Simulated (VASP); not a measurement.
# H22CO11 in VASP: notebook

Runs on H22CO11. Level: PBE. Tasks: single point.

All numbers are computed with VASP 6.6.1; they aren't measurements. Logs are shortened: lines on timing, memory, paths and dates and some standing lists are left out, and cuts for length are marked.

## Step 1: The cell of the first run

The cell holds a disordered packing, 34 atoms: a = 7.120 Å, b = 7.120 Å, c = 7.120 Å, α = 90.00°, β = 90.00°, γ = 90.00°.

## Step 2: Single point, PBE

INCAR reads:

```
SYSTEM = H22CO11
PREC = Accurate ; ENCUT = 520
EDIFF = 1E-7 ; ISMEAR = -1
SIGMA = 0.05 ; LREAL = Auto
LASPH = .TRUE. ; NELM = 80
ALGO = Normal ; ISIF = 2
LWAVE = .FALSE. ; LCHARG = .TRUE.
GGA = PE ; LELF = .TRUE.
LVHAR = .TRUE. ; NBANDS = 69
```

KPOINTS reads:

```
regular mesh
0
G
  1 1 1
  0 0 0
```

POSCAR reads:

```
H22CO11
1.0
    7.1203670000      0.0000000000      0.0000000000
    0.0000000000      7.1203670000      0.0000000000
    0.0000000000      0.0000000000      7.1203670000
O H C
11 22 1
Direct
    0.4616475527      0.5401828305      0.9769018928
    0.7107639255      0.2346227378      0.5337505777
    0.1317769154      0.3182279790      0.9076498445
    0.5413204123      0.9096862563      0.4604397498
    0.2857858310      1.0077851324      0.1510596294
    0.9443895237      0.7237829174      0.1825748589
    0.9944150351      1.0124197250      0.4488111357
    0.6305152529      0.1810159504      0.9206547921
    0.5873994978      0.5446769808      0.3351512640
    0.2212526405      0.5172064867      0.5527945399
    0.9489538952      0.7495259725      0.7920659146
    0.5438905045      0.4343315450      0.9192503701
    0.3248849392      0.4790342970      0.9514678106
    0.6682380276      0.3205452753      0.4336433782
    0.8379483810      0.1890211558      0.5041313180
    0.1040255369      0.2912068999      0.7768981571
    0.1933046429      0.1945686227      0.9493892660
    0.6381833970      1.0106501533      0.4686556185
    0.4582769399      0.9565518182      0.3567653184
    0.2613348441      0.8881845557      0.0997560940
    0.1848359783      1.0267869620      0.2435689059
    0.9499650790      0.7280804487      0.0440426736
    0.8324149584      0.6431129182      0.2038237636
    0.9098266985      0.9364124068      0.3692927626
    1.0480639551      0.9155988729      0.5304782745
    0.6613142272      0.1942175172      0.7832742329
    0.7280383160      0.1072276190      0.9850475404
    0.5317562985      0.5340876390      0.2041608249
    0.5831160107      0.6773527263      0.3700511505
    0.3201379929      0.5671196443      0.6336752024
    0.3056443579      0.4872220772      0.4540917624
    0.7963353574      0.6256559528      0.5840148408
    0.8052393929      0.4977552421      0.8110115672
    0.8555317444      0.6235212314      0.7277293432
```

Potentials or basis: VASP PAW PBE potentials, release 64 (O, H, C).

Command:

```console
$ cat potpaw_PBE.64/O/POTCAR potpaw_PBE.64/H/POTCAR potpaw_PBE.64/C/POTCAR > POTCAR
$ mpirun -np 1 vasp_gam > vasp.out
```

OUTCAR:

```text
SYSTEM = H22CO11
   PREC = Accurate
   ENCUT = 520
   EDIFF = 1E-7
   ISMEAR = -1
   LREAL = Auto
   LASPH = .TRUE.
   NELM = 80
   ISIF = 2
   GGA = PE

 ion  position               nearest neighbor table
   1  0.462  0.540  0.977-  12 1.04  13 1.08
   2  0.711  0.235  0.534-  15 0.98  14 0.99
   3  0.132  0.318  0.908-  16 0.97  17 1.03
   4  0.541  0.910  0.460-  18 1.00  19 1.00
   5  0.286  0.008  0.151-  20 0.94  21 0.98
   6  0.944  0.724  0.183-  22 0.99  23 0.99
   7  0.994  0.012  0.449-  25 0.98  24 0.99
   8  0.631  0.181  0.921-  27 0.98  26 1.01
   9  0.587  0.545  0.335-  29 0.98  28 1.02
  10  0.221  0.517  0.553-  31 0.95  30 0.98
  11  0.949  0.750  0.792-  34 1.21
  12  0.544  0.434  0.919-   1 1.04
  13  0.325  0.479  0.951-   1 1.08
  14  0.668  0.321  0.434-   2 0.99
  15  0.838  0.189  0.504-   2 0.98
  16  0.104  0.291  0.777-   3 0.97
[... 15 lines left out ...]
  32  0.796  0.626  0.584-  34 1.11
  33  0.805  0.498  0.811-  34 1.13
  34  0.856  0.624  0.728-  32 1.11  33 1.13  11 1.21

  LATTYP: Found a simple cubic cell.
 ALAT       =     7.1203670000

  Lattice vectors:

 A1 = (   7.1203670000,   0.0000000000,   0.0000000000)
 A2 = (   0.0000000000,   7.1203670000,   0.0000000000)
 A3 = (   0.0000000000,   0.0000000000,   7.1203670000)

Analysis of symmetry for initial positions (statically):
=====================================================================
 Subroutine PRICEL returns:
 Original cell was already a primitive cell.

 Routine SETGRP: Setting up the symmetry group for a
 simple cubic supercell.

 Subroutine GETGRP returns: Found  1 space group operations
 (whereof  1 operations were pure point group operations)
 out of a pool of 48 trial point group operations.

The static configuration has the point symmetry C_1 .

Analysis of symmetry for dynamics (positions and initial velocities):
=====================================================================
 Subroutine PRICEL returns:
 Original cell was already a primitive cell.

 Routine SETGRP: Setting up the symmetry group for a
 simple cubic supercell.

 Subroutine GETGRP returns: Found  1 space group operations
 (whereof  1 operations were pure point group operations)
 out of a pool of 48 trial point group operations.

The dynamic configuration has the point symmetry C_1 .

 Subroutine INISYM returns: Found  1 space group operations
 (whereof  1 operations are pure point group operations),
 and found     1 'primitive' translations

----------------------------------------------------------------------------------------

                                     Primitive cell

  volume of cell :     360.9999

  direct lattice vectors                    reciprocal lattice vectors
     7.120367000  0.000000000  0.000000000     0.140442199  0.000000000  0.000000000
     0.000000000  7.120367000  0.000000000     0.000000000  0.140442199  0.000000000
     0.000000000  0.000000000  7.120367000     0.000000000  0.000000000  0.140442199

  length of vectors
     7.120367000  7.120367000  7.120367000     0.140442199  0.140442199  0.140442199

  position of ions in fractional coordinates (direct lattice)
     0.461647553  0.540182831  0.976901893
     0.710763925  0.234622738  0.533750578
     0.131776915  0.318227979  0.907649844
     0.541320412  0.909686256  0.460439750
     0.285785831  0.007785132  0.151059629
     0.944389524  0.723782917  0.182574859
[... 26 lines left out ...]
     0.805239393  0.497755242  0.811011567
     0.855531744  0.623521231  0.727729343

  ion indices of the primitive-cell ions
   primitive index   ion index
                 1           1
                 2           2
                 3           3
                 4           4
                 5           5
                 6           6
[... 26 lines left out ...]
                33          33
                34          34

----------------------------------------------------------------------------------------

 KPOINTS: regular mesh

Automatic generation of k-mesh.
 Grid dimensions read from file:
 generate k-points for:    1    1    1

 Generating k-lattice:

  Cartesian coordinates                     Fractional coordinates (reciprocal lattice)
     0.140442199  0.000000000  0.000000000     1.000000000  0.000000000  0.000000000
     0.000000000  0.140442199  0.000000000     0.000000000  1.000000000  0.000000000
     0.000000000  0.000000000  0.140442199     0.000000000  0.000000000  1.000000000

  Length of vectors
     0.140442199  0.140442199  0.140442199

  Shift w.r.t. Gamma in fractional coordinates (k-lattice)
     0.000000000  0.000000000  0.000000000

 Subroutine IBZKPT returns following result:
 ===========================================

 Found      1 irreducible k-points:

 Following reciprocal coordinates:
            Coordinates               Weight
  0.000000  0.000000  0.000000      1.000000
   k-points           NKPTS =      1   k-points in BZ     NKDIM =      1   number of bands    NBANDS=     69
   number of dos      NEDOS =    301   number of ions     NIONS =     34
   total plane-waves  NPLWV = 157464
   dimension x,y,z NGX =    54 NGY =   54 NGZ =   54
   dimension x,y,z NGXF=   108 NGYF=  108 NGZF=  108
   ions per type =              11  22   1
   NGX,Y,Z   is equivalent  to a cutoff of  12.61, 12.61, 12.61 a.u.
   NGXF,Y,Z  is equivalent  to a cutoff of  25.22, 25.22, 25.22 a.u.
 SYSTEM =  H22CO11
   PREC   = accura    normal or accurate (medium, high low for compatibility)
   ISTART =      0    job   : 0-new  1-cont  2-samecut
   ICHARG =      2    charge: 1-file 2-atom 10-const
   ISPIN  =      1    spin polarized calculation?
   LNONCOLLINEAR =      F non collinear calculations
   LSORBIT =      F    spin-orbit coupling
   LASPH  =      T    aspherical Exc in radial PAW
   ENCUT  =  520.0 eV  38.22 Ry    6.18 a.u.  13.24 13.24 13.24*2*pi/ulx,y,z
   NELM   =     80;   NELMIN=  2; NELMDL= -5     # of ELM steps
   EDIFF  = 0.1E-06   stopping-criterion for ELM
   LREAL  =      T    real-space projection
   EDIFFG = 0.1E-05   stopping-criterion for IOM
   NSW    =      0    number of steps for IOM
   IBRION =     -1    ionic relax: 0-MD 1-quasi-New 2-CG
   NFREE  =      0    steps in history (QN), initial steepest desc. (CG)
   ISIF   =      2    stress and relaxation
   ISYM   =      2    0-nonsym 1-usesym 2-fastsym
   POTIM  = 0.5000    time-step for ionic-motion
   TEBEG  =    0.0;   TEEND  =   0.0 temperature during run
   PSTRESS=    0.0 pullay stress
   NELECT =      92.0000    total number of electrons
   NUPDOWN=      -1.0000    fix difference up-down
   EMIN   =  10.00;   EMAX   =-10.00  energy-range for DOS
   EFERMI =   0.00;   METHOD = LEGACY
   ISMEAR =    -1;   SIGMA  =   0.05  broadening in eV -4-tet -1-fermi 0-gaus
   EFERMI_NEDOS =   21; number of points for ismear=-14 and -15
   IALGO  =     38    algorithm
   IMIX   =      4    mixing-type and parameters
     AMIX     =   0.40;   BMIX     =  1.00
     AMIX_MAG =   1.60;   BMIX_MAG =  1.00
  volume/ion in A,a.u.               =      10.62        71.65
  Fermi-wavevector in a.u.,A,eV,Ry     =   1.037931  1.961405 14.657561  1.077300
  Thomas-Fermi vector in A             =   2.172391
   LORBIT       =      0    0 simple, 1 ext, 2 COOP (PROOUT), +10 PAW based schemes
   GGA     = PE    functional components
   LHFCALC =     F    Hartree Fock is set to
   AEXX    =    0.0000 exact exchange contribution
   IVDW    =     0    specifies the selected vdW correction
   LEPSILON=     F    determine dielectric tensor
   LRPA    =     F    only Hartree local field effects (RPA)
 non-spin polarized calculation
  energy-cutoff  :      520.00
  volume of cell :      361.00
 maximum number of plane-waves:      4886
 NGX is ok and might be reduce to    54
   NGX = 27   NGY = 27   NGZ = 27

 number of electron      92.0000006 magnetization

 Free energy of the ion-electron system (eV)
  ---------------------------------------------------
  ext. energy  EPLUGINS =         0.00000000
  ---------------------------------------------------
  free energy    TOTEN  =      -167.67234379 eV

  energy without entropy =     -167.67234379  energy(sigma->0) =     -167.67234379

 E-fermi :  -2.3245     XC(G=0):  -6.7036

 val. band max:       -3.5118870165   @ k =   0.0000   0.0000   0.0000
 cond. band min:       0.2953984016   @ k =   0.0000   0.0000   0.0000
 fundamental gap:      3.8072854181
 Fermi energy:        -2.3245225161

 k-point     1 :       0.0000    0.0000    0.0000
  band No.  band energies     occupation
      1     -24.2054      2.00000
      2     -22.9598      2.00000
      3     -22.5805      2.00000
      4     -22.3452      2.00000
      5     -22.2225      2.00000
      6     -22.0566      2.00000
[... 50 lines left out ...]
     57       5.8699      0.00000
     58       5.9983      0.00000
 [bands above 58 left out]

------------------------ aborting loop because EDIFF is reached ----------------------------------------

  FORCE on cell =-STRESS in cart. coord.  units (eV):
  Direction    XX          YY          ZZ          XY          YZ          ZX
  --------------------------------------------------------------------------------------
  -------------------------------------------------------------------------------------
  Total       -2.9058280     -0.8184731      0.6606128      0.5887338      2.4546857     -1.0285995
  in kB      -12.8965442     -3.6325185      2.9319086      2.6128978     10.8943001     -4.5650945
  external PRESSURE =      -4.5323847 kB  Pullay stress =       0.0000000 kB

 VOLUME and BASIS-vectors are now :
 -----------------------------------------------------------------------------
  energy-cutoff  :      520.00
  volume of cell :      361.00
      direct lattice vectors                 reciprocal lattice vectors
     7.120367000  0.000000000  0.000000000     0.140442199  0.000000000  0.000000000
     0.000000000  7.120367000  0.000000000     0.000000000  0.140442199  0.000000000
     0.000000000  0.000000000  7.120367000     0.000000000  0.000000000  0.140442199

 POSITION                                       TOTAL-FORCE (eV/Angst)
 -----------------------------------------------------------------------------------
      3.28710      3.84630      6.95590        -1.435561     -2.344399     -1.461631
      5.06090      1.67060      3.80050         0.025509      0.119527      0.084161
      0.93830      2.26590      6.46280         0.867599     -1.716754      0.690129
      3.85440      6.47730      3.27850        -0.122869      0.041914     -0.980101
      2.03490      0.05543      1.07560         0.194101      1.671018      0.714093
      6.72440      5.15360      1.30000        -0.828725     -0.325626     -0.046278
[... 26 lines left out ...]
      5.73360      3.54420      5.77470         0.563413      0.472870     -0.044534
      6.09170      4.43970      5.18170        -1.521510     -1.259390     -0.243801
 -----------------------------------------------------------------------------------
    total drift:                               -0.001072      0.000867     -0.004996

  FREE ENERGIE OF THE ION-ELECTRON SYSTEM (eV)
  ---------------------------------------------------
  free  energy   TOTEN  =      -167.6723437914 eV

  energy  without entropy=     -167.6723437913  energy(sigma->0) =     -167.67234379
```

Wall time 84 s (1 thread of AMD EPYC 7R13, shared host); peak memory 0.34 GiB.

What came out:

```
Free energy            : -167.6723 eV
Pressure               : -0.5 GPa
Largest force          : 3.113 eV/Å
Band gap on the k mesh : 3.81 eV
```

Forces on the atoms (eV/Å):
```
O   -1.436 -2.344 -1.462
O    0.026  0.120  0.084
O    0.868 -1.717  0.690
O   -0.123  0.042 -0.980
O    0.194  1.671  0.714
O   -0.829 -0.326 -0.046
O    0.090 -0.277 -0.266
O    0.261  0.137 -0.621
O   -0.093 -0.986 -0.969
O   -0.120  0.352  1.054
O    0.712  0.813  0.518
H   -1.089  1.155  1.225
H    2.170  0.818  0.509
H    0.089  0.418  0.286
H    0.212  0.034 -0.022
H    0.107  0.393 -0.409
H   -0.571  1.427  0.031
H   -0.772 -0.099  0.376
H    0.337 -0.330  0.439
H   -0.227 -1.606 -0.653
H   -0.141 -0.075  0.087
H    0.196  0.175 -0.054
H    0.503  0.219  0.253
H    0.429 -0.103 -0.273
H    0.026  0.159  0.237
H    0.097 -0.495  0.839
H   -0.326  0.420 -0.645
H    0.128  0.210  0.309
H   -0.223  0.758  0.325
H   -0.431  0.277  0.725
H    0.536 -0.581 -1.782
H    0.359  0.128 -0.231
H    0.563  0.473 -0.045
C   -1.522 -1.259 -0.244
```

Levels at points of the mesh, in eV from the valence-band top:
| k point | band 43 | band 44 | band 45 | band 46 | band 47 | band 48 | band 49 | band 50 |
| --- | --- | --- | --- | --- | --- | --- | --- | --- |
| (0.00, 0.00, 0.00) | -0.46 | -0.31 | -0.28 | 0.00 | 3.81 | 4.56 | 7.17 | 7.35 |

Caveat: the k points lie up to 0.88 Å⁻¹ apart, too coarse for converged energies, forces and pressures.

## Step 3: Single point, PBE

INCAR reads:

```
PREC = Accurate
ENCUT = 520
EDIFF = 1E-6
ISMEAR = -1
SIGMA = 0.05
LREAL = Auto
LASPH = True
NELM = 80
ALGO = Normal
ISIF = 2
LWAVE = False
LCHARG = False
GGA = PE
NBANDS = 69
```

KPOINTS reads:

```
regular mesh
0
Gamma
  1 1 1
```

POSCAR reads:

```
H22CO11
1.0
    7.1203670000      0.0000000000      0.0000000000
    0.0000000000      7.1203670000      0.0000000000
    0.0000000000      0.0000000000      7.1203670000
O H C
11 22 1
Direct
    0.4632626380      0.5402530516      0.9792191891
    0.7110307657      0.2308167542      0.5359695645
    0.1292208674      0.3023439663      0.9038017282
    0.5396210617      0.9148545293      0.4566197220
    0.2823730855      1.0081783706      0.1544723748
    0.9512852357      0.7287826597      0.1789514501
    0.9974345423      0.9982631513      0.4440922778
    0.6295040691      0.1967173883      0.9153601212
    0.5846046980      0.5497048116      0.3402493158
    0.2272776108      0.5196080483      0.5527945399
    0.9486730108      0.7524893029      0.7853527775
    0.5179648746      0.4155263345      0.9476477828
    0.3324547737      0.5482442127      0.9552597500
    0.6939951269      0.3330867636      0.4440641894
    0.8529335637      0.1993015248      0.5277958285
    0.1401051378      0.2774997412      0.7675868393
    0.1984026947      0.1980375450      0.9673377791
    0.6182686932      1.0133747319      0.5102124652
    0.4861828049      0.9777164576      0.3525099198
    0.2646071474      0.8781710269      0.1016520637
    0.1871392303      1.0287812412      0.2500713797
    0.9312441339      0.7602698007      0.0419922175
    0.8427795927      0.6588845772      0.2102981490
    0.9131130460      0.9263707896      0.3620740335
    1.0463505603      0.8918781855      0.5186951740
    0.6748107225      0.2114919077      0.7834848962
    0.7430375429      0.1413972061      0.9758485763
    0.5262650085      0.5264054507      0.2057759101
    0.5790572312      0.6778723625      0.3854857481
    0.3121468318      0.5765573600      0.6436185101
    0.3239439765      0.4598639368      0.4641193354
    0.8053096140      0.6143784443      0.5737063834
    0.8199296469      0.5108023224      0.8180336772
    0.8495348625      0.6322848246      0.7232913697
```

Potentials or basis: VASP PAW PBE potentials, release 64 (O, H, C).

Command:

```console
$ cat potpaw_PBE.64/O/POTCAR potpaw_PBE.64/H/POTCAR potpaw_PBE.64/C/POTCAR > POTCAR
$ mpirun -np 1 vasp_gam > vasp.out
```

Wall time 68 s (1 thread of AMD EPYC 7R13, shared host); peak memory 0.32 GiB.

It converged, with:

```yaml
Free_energy: -167.4816 eV
Pressure: 0.2 GPa
Largest_force: 3.100 eV/Å
Band_gap_on_the_k_mesh: 3.75 eV
```

Forces on the atoms (eV/Å):
```
O    1.870  0.430  0.554
O    2.483  0.115  0.130
O    0.190 -0.621 -0.300
O    0.503 -1.357  1.107
O    0.605 -0.863 -1.208
O    0.810  1.253 -1.466
O    0.350 -0.378  0.401
O    1.298 -0.392 -0.129
O   -0.073 -2.290 -1.682
O    1.227 -1.072 -1.110
O    1.117  2.570  0.412
H   -0.525 -0.141 -0.077
H   -1.336 -0.812 -0.218
H   -0.457  0.329  0.155
H   -1.826 -0.089 -0.076
H    0.139  0.255  0.644
H   -0.301  0.360 -0.230
H    0.196  0.352  0.203
H   -1.086  0.495 -1.576
H   -0.038  1.435  0.868
H   -0.641 -0.454  0.457
H    0.406 -0.351  0.862
H   -1.425 -1.158  0.528
H    0.046  0.076 -0.553
H    0.131  0.631  0.162
H   -0.474  0.045  0.163
H   -0.929  0.553 -0.176
H    0.592  1.243  1.505
H   -0.526  1.137 -0.153
H   -0.053  0.136  0.110
H   -1.223  0.992  0.959
H    0.073  0.526  0.152
H   -0.510  0.079 -0.255
C   -0.612 -3.035 -0.162
```

Stress tensor (GPa, compression positive):
```
 0.35  2.06  0.45
 2.06  0.58  0.13
 0.45  0.13 -0.46
```

Levels at points of the mesh, in eV from the valence-band top:
| k point | band 43 | band 44 | band 45 | band 46 | band 47 | band 48 | band 49 | band 50 |
| --- | --- | --- | --- | --- | --- | --- | --- | --- |
| (0.00, 0.00, 0.00) | -0.51 | -0.43 | -0.17 | 0.00 | 3.75 | 4.44 | 6.92 | 7.09 |

Caveat: the k points lie up to 0.88 Å⁻¹ apart, too coarse for converged energies, forces and pressures; the atoms stand as in a frame of molecular dynamics.

(Part 1 of 2 ends here.)
